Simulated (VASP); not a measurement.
# AlN in VASP: single point with PBE

Aim: the single point of AlN with PBE.

Everything below comes from runs of VASP 6.6.1. Logs are shortened: lines on timing, memory, paths and dates and some standing lists are left out, and cuts for length are marked.

**1. The cell of the first run**

The cell holds a wire or tube with vacuum around it, 20 atoms: a = 15.200 Å, b = 17.000 Å, c = 3.175 Å, α = 90.00°, β = 90.00°, γ = 90.00°.

**2. Single point, PBE, collinear spin, ferromagnetic start**

Input file INCAR:

```
SYSTEM = AlN
PREC = Accurate
ENCUT = 520
EDIFF = 1E-6
ISMEAR = 0
SIGMA = 0.05
LREAL = Auto
LASPH = .True.
NELM = 150
ALGO = Normal
ISIF = 2
LWAVE = .False.
LCHARG = .False.
ISPIN = 2
MAGMOM = 0.3 0.3 0.3 0.3 0.3 0.3 0.3 0.3 0.3 0.3 0.3 0.3 0.3 0.3 0.3 0.3 0.3 0.3 0.3 0.3
LORBIT = 11
GGA = PE
NBANDS = 60
```

Input file KPOINTS:

```
regular mesh
0
Gamma
  1 1 11
  0 0 0
```

Input file POSCAR:

```
AlN
1.0
   15.2000000000      0.0000000000      0.0000000000
    0.0000000000     17.0000000000      0.0000000000
    0.0000000000      0.0000000000      3.1748274331
Al N
10 10
Direct
    0.5000000000      0.7137493730      0.0000000000
    0.5000000000      0.4795030902      0.0000000000
    0.3872184181      0.5961781144      0.5000000000
    0.4100866692      0.3393476348      0.5000000000
    0.6127815819      0.5961781144      0.5000000000
    0.5899133308      0.3393476348      0.5000000000
    0.3233980268      0.7232965462      1.0000000000
    0.3125637092      0.4446845713      1.0000000000
    0.6766019732      0.7232965462      0.0000000000
    0.6874362908      0.4446845713      0.0000000000
    0.5000000000      0.6479369129      0.5000000000
    0.5000000000      0.4199646530      0.5000000000
    0.6147344043      0.5346781909      0.0000000000
    0.5453226579      0.2898212939      0.0000000000
    0.3852655957      0.5346781909      1.0000000000
    0.4546773421      0.2898212939      1.0000000000
    0.2990766577      0.6773480168      0.5000000000
    0.3038929562      0.3935737406      0.5000000000
    0.7009233423      0.6773480168      0.5000000000
    0.6961070438      0.3935737406      0.5000000000
```

Potentials or basis: VASP PAW PBE potentials, release 64 (Al, N).

Launch:

```sh
$ cat potpaw_PBE.64/Al/POTCAR potpaw_PBE.64/N/POTCAR > POTCAR
$ mpirun -np 1 vasp_std > vasp.out
```

OUTCAR:

```text
SYSTEM = AlN
   PREC = Accurate
   ENCUT = 520
   EDIFF = 1E-6
   ISMEAR = 0
   LREAL = Auto
   LASPH = .True.
   NELM = 150
   ISIF = 2
   ISPIN = 2
   LORBIT = 11
   GGA = PE

 ion  position               nearest neighbor table
   1  0.500  0.714  0.000-  11 1.94  11 1.94   7 2.69   9 2.69   3 3.07   3 3.07   5 3.07   5 3.07

   2  0.500  0.480  0.000-  12 1.88  12 1.88  15 1.98  13 1.98   8 2.91  10 2.91   3 3.06   3 3.06
                             5 3.06   5 3.06   4 3.17   4 3.17   6 3.17   6 3.17
   3  0.387  0.596  0.500-  15 1.90  15 1.90  17 1.92  11 1.93   7 2.85   7 2.85   2 3.06   2 3.06
                             1 3.07   1 3.07   8 3.23   8 3.23
   4  0.410  0.339  0.500-  18 1.86  16 1.92  16 1.92  12 1.94   6 2.73   8 2.81   8 2.81   2 3.17
                             2 3.17
   5  0.613  0.596  0.500-  13 1.90  13 1.90  19 1.92  11 1.93   9 2.85   9 2.85   2 3.06   2 3.06
                             1 3.07   1 3.07  10 3.23  10 3.23
   6  0.590  0.339  0.500-  20 1.86  14 1.92  14 1.92  12 1.94   4 2.73  10 2.81  10 2.81   2 3.17
                             2 3.17
   7  0.323  0.723  0.000-  17 1.81  17 1.81   1 2.69   3 2.85   3 2.85
   8  0.313  0.445  0.000-  18 1.81  18 1.81  15 1.89   4 2.81   4 2.81   2 2.91   3 3.23   3 3.23

   9  0.677  0.723  0.000-  19 1.81  19 1.81   1 2.69   5 2.85   5 2.85
  10  0.687  0.445  0.000-  20 1.81  20 1.81  13 1.89   6 2.81   6 2.81   2 2.91   5 3.23   5 3.23

  11  0.500  0.648  0.500-   3 1.93   5 1.93   1 1.94   1 1.94
  12  0.500  0.420  0.500-   2 1.88   2 1.88   6 1.94   4 1.94
  13  0.615  0.535  0.000-  10 1.89   5 1.90   5 1.90   2 1.98
  14  0.545  0.290  0.000-  16 1.38   6 1.92   6 1.92
  15  0.385  0.535  0.000-   8 1.89   3 1.90   3 1.90   2 1.98
  16  0.455  0.290  0.000-  14 1.38   4 1.92   4 1.92
  17  0.299  0.677  0.500-   7 1.81   7 1.81   3 1.92
  18  0.304  0.394  0.500-   8 1.81   8 1.81   4 1.86
  19  0.701  0.677  0.500-   9 1.81   9 1.81   5 1.92
  20  0.696  0.394  0.500-  10 1.81  10 1.81   6 1.86

  LATTYP: Found a simple orthorhombic cell.
 ALAT       =     3.1748274331
 B/A-ratio  =     4.7876617927
 C/A-ratio  =     5.3546217419

  Lattice vectors:

 A1 = (   0.0000000000,   0.0000000000,   3.1748274331)
 A2 = (  15.2000000000,   0.0000000000,   0.0000000000)
 A3 = (   0.0000000000,  17.0000000000,   0.0000000000)

Analysis of symmetry for initial positions (statically):
=====================================================================
 Subroutine PRICEL returns:
 Original cell was already a primitive cell.

 Routine SETGRP: Setting up the symmetry group for a
 simple orthorhombic supercell.

 Subroutine GETGRP returns: Found  4 space group operations
 (whereof  4 operations were pure point group operations)
 out of a pool of  8 trial point group operations.
[... 191 lines left out ...]
  free energy    TOTEN  =      -131.54901721 eV

  energy without entropy =     -131.54491416  energy(sigma->0) =     -131.54696568

 E-fermi :  -1.3876     XC(G=0):  -3.9189

 val. band max:       -1.3948982977   @ k =   0.0000   0.0000   0.2727
 cond. band min:      -1.3267190434   @ k =   0.0000   0.0000   0.0000
 fundamental gap:      0.0681792543
 Fermi energy:        -1.3875738992

 spin component 1

 k-point     1 :       0.0000    0.0000    0.0000
  band No.  band energies     occupation
      1     -20.7902      1.00000
      2     -17.3588      1.00000
      3     -16.7217      1.00000
      4     -16.4591      1.00000
      5     -16.0272      1.00000
      6     -15.7741      1.00000
[... 319 lines left out ...]
     51       3.5308      0.00000
     52       3.8629      0.00000
 Fermi energy:        -1.3875738992

 spin component 2

 k-point     1 :       0.0000    0.0000    0.0000
  band No.  band energies     occupation
      1     -20.3782      1.00000
      2     -17.3318      1.00000
      3     -16.6891      1.00000
      4     -16.3971      1.00000
      5     -15.9025      1.00000
      6     -15.6455      1.00000
[... 319 lines left out ...]
     51       3.6444      0.00000
     52       3.9493      0.00000
 [bands above 52 left out]

------------------------ aborting loop because EDIFF is reached ----------------------------------------

  FORCE on cell =-STRESS in cart. coord.  units (eV):
  Direction    XX          YY          ZZ          XY          YZ          ZX
  --------------------------------------------------------------------------------------
  -------------------------------------------------------------------------------------
  Total       -0.0949965     -0.3529280     -0.2326936      0.0000000      0.0000000      0.0000000
  in kB       -0.1855263     -0.6892615     -0.4544462      0.0000000      0.0000000      0.0000000
  external PRESSURE =      -0.4430780 kB  Pullay stress =       0.0000000 kB

 VOLUME and BASIS-vectors are now :
 -----------------------------------------------------------------------------
  energy-cutoff  :      520.00
  volume of cell :      820.38
      direct lattice vectors                 reciprocal lattice vectors
    15.200000000  0.000000000  0.000000000     0.065789474  0.000000000  0.000000000
     0.000000000 17.000000000  0.000000000     0.000000000  0.058823529  0.000000000
     0.000000000  0.000000000  3.174827433     0.000000000  0.000000000  0.314977750

 POSITION                                       TOTAL-FORCE (eV/Angst)
 -----------------------------------------------------------------------------------
      7.60000     12.13374      0.00000         0.000000     -0.006700     -0.000000
      7.60000      8.15155      0.00000         0.000000     -0.008281     -0.000000
      5.88572     10.13503      1.58741         0.005474      0.000558     -0.000000
      6.23332      5.76891      1.58741         0.003825     -0.006544     -0.000000
      9.31428     10.13503      1.58741        -0.005474      0.000558     -0.000000
      8.96668      5.76891      1.58741        -0.003825     -0.006544     -0.000000
[... 12 lines left out ...]
     10.65403     11.51492      1.58741        -0.009379      0.004267     -0.000000
     10.58083      6.69075      1.58741        -0.003721      0.010272     -0.000000
 -----------------------------------------------------------------------------------
    total drift:                                0.000000      0.007868      0.000000

  FREE ENERGIE OF THE ION-ELECTRON SYSTEM (eV)
  ---------------------------------------------------
  free  energy   TOTEN  =      -131.5490172100 eV

  energy  without entropy=     -131.5449141591  energy(sigma->0) =     -131.54696568

 total charge

# of ion       s       p       d       tot
------------------------------------------
    1        0.422   0.361   0.000   0.782
    2        0.363   0.420   0.000   0.784
    3        0.362   0.424   0.000   0.786
    4        0.378   0.435   0.000   0.813
    5        0.362   0.424   0.000   0.786
    6        0.378   0.435   0.000   0.813
[... 12 lines left out ...]
   19        1.251   2.517   0.000   3.768
   20        1.233   2.557   0.000   3.791
--------------------------------------------------
tot         16.278  29.686   0.000  45.964

 magnetization (x)

# of ion       s       p       d       tot
------------------------------------------
    1       -0.007   0.022   0.000   0.015
    2       -0.001  -0.000   0.000  -0.001
    3       -0.000   0.001   0.000   0.001
    4        0.001   0.010   0.000   0.010
    5       -0.000   0.001   0.000   0.001
    6        0.001   0.010   0.000   0.010
[... 12 lines left out ...]
   19        0.005   0.100   0.000   0.105
   20        0.000   0.006   0.000   0.006
--------------------------------------------------
tot          0.060   0.912   0.000   0.972
```

OSZICAR:

```text
N       E                     dE             d eps       ncg     rms          rms(c)
DAV:   1     0.625895633695E+03    0.62590E+03   -0.28700E+04  1464   0.101E+03
DAV:   2    -0.111397914476E+02   -0.63704E+03   -0.60114E+03  2104   0.230E+02
DAV:   3    -0.153399782170E+03   -0.14226E+03   -0.13854E+03  1816   0.109E+02
[... 26 lines left out ...]
DAV:  30    -0.131549000901E+03   -0.16765E-04   -0.14119E-06  1248   0.360E-03    0.110E-03
DAV:  31    -0.131549009545E+03   -0.86444E-05   -0.90595E-07  1264   0.222E-03    0.603E-04
DAV:  32    -0.131549013800E+03   -0.42546E-05   -0.33978E-07  1280   0.157E-03    0.409E-04
DAV:  33    -0.131549016226E+03   -0.24268E-05   -0.20765E-07  1252   0.130E-03    0.321E-04
DAV:  34    -0.131549017210E+03   -0.98371E-06   -0.10530E-07  1224   0.103E-03
   1 F= -.13154902E+03 E0= -.13154697E+03  d E =-.410305E-02  mag=     1.8145
```

It took 24 min on 1 thread of Oxide Virtual Turin-like, shared host; peak memory 1.2 GiB.

What came out:

```yaml
Free_energy: -131.5490 eV
Largest_force: 0.104 eV/Å
Net_moment: 1.81 μB per cell
Site_moments: Al +0.01, -0.00, +0.00, +0.03 (each value once); N -0.00, +0.04, +0.01, +0.30, +0.10 (each value once) μB
Valence_electrons_inside_the_program's_atomic_spheres: Al 0.78, 0.79, 0.81, 0.82 (each value once); N 3.80, 3.85, 3.82, 3.76, 3.77, 3.79 (each value once)
```

Forces in eV/Å, atoms in the order of the input:
```
Al   0.000 -0.007  0.000
Al   0.000 -0.008  0.000
Al   0.005  0.001  0.000
Al   0.004 -0.007  0.000
Al  -0.005  0.001  0.000
Al  -0.004 -0.007  0.000
Al  -0.003 -0.012  0.000
Al   0.008 -0.013  0.000
Al   0.003 -0.012  0.000
Al  -0.008 -0.013  0.000
N    0.000 -0.003  0.000
N    0.000  0.006  0.000
N    0.002  0.007  0.000
N    0.103  0.016  0.000
N   -0.002  0.007  0.000
N   -0.103  0.016  0.000
N    0.009  0.004  0.000
N    0.004  0.010  0.000
N   -0.009  0.004  0.000
N   -0.004  0.010  0.000
```

Levels at points of the mesh, in eV from the Fermi level:
Spin up:
```
           k point  band 37  band 38  band 39  band 40  band 41  band 42  band 43  band 44  band 45  band 46
(0.00, 0.00, 0.00)    -1.35    -0.86    -0.33    -0.32    -0.16     1.23     1.81     1.93     2.12     2.18
```
Spin down:
```
           k point  band 36  band 37  band 38  band 39  band 40  band 41  band 42  band 43
(0.00, 0.00, 0.00)    -1.76    -1.29    -0.68     0.06     0.12     0.86     1.41     1.89
```
